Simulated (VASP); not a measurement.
Set up this calculation in VASP 6.6.1, as the native input.

| Item | Value |
| --- | --- |
| Task | relaxation of cell and atoms |
| Functional | LDA |
| Potentials or basis | VASP PAW LDA potentials, release 64 (Hf_pv, Ru_pv) |
| Cutoff | 600 eV |
| k mesh | 14 × 14 × 14 |
| Occupations | gaussian, width 0.1 eV |
| Spin | no spin polarisation |
| Dipole correction | no |
| Further INCAR settings | ALGO = Normal; EDIFF = 1e-07; IBRION = 2; EDIFFG = -0.005; NSW = 100; ISIF = 3 |

The structure of HfRu lies in POSCAR:

```
HfRu
1.0
    3.1839432274      0.0000000000      0.0000000000
    0.0000000000      3.1839432274      0.0000000000
    0.0000000000      0.0000000000      3.1839432274
Hf Ru
1 1
Direct
    0.0000000000      0.0000000000      0.0000000000
    0.5000000000      0.5000000000      0.5000000000
```

The input as run:

INCAR

```
SYSTEM = HfRu
PREC = Accurate
ENCUT = 600
EDIFF = 1E-7
ISMEAR = 0
SIGMA = 0.1
LREAL = .False.
LASPH = .True.
NELM = 100
ALGO = Normal
ISIF = 3
LWAVE = .False.
LCHARG = .False.
IBRION = 2
NSW = 100
EDIFFG = -0.005
```

KPOINTS

```
regular mesh
0
Gamma
  14 14 14
  0 0 0
```

Potentials or basis: VASP PAW LDA potentials, release 64 (Hf_pv, Ru_pv).

Command:

```console
$ cat potpaw_LDA.64/Hf_pv/POTCAR potpaw_LDA.64/Ru_pv/POTCAR > POTCAR
$ mpirun -np 1 vasp_std > vasp.out
```

Results of the run:

The relaxed volume is 16.08 Å³/atom and the relaxed cell is a = 3.180 Å, b = 3.180 Å, c = 3.180 Å, α = 90.00°, β = 90.00°, γ = 90.00°. The space group after relaxing (to 0.05 Å) is Pm-3m (No. 221). The energy gained by relaxing is 0.1 meV/atom, the ionic steps are 3 and the pressure after relaxing is 0.0 GPa. The band gap on the k mesh is zero (band 12 reaches 9.79 eV, above the bottom of band 13 at 8.06 eV).

Caveat: spin-orbit coupling is left out, which moves the levels of the heavy elements.

Run time: 98 s on 1 thread of Intel(R) Xeon(R) Platinum 8375C CPU @ 2.90GHz (Ice Lake) (shared host), peak memory 0.22 GiB.
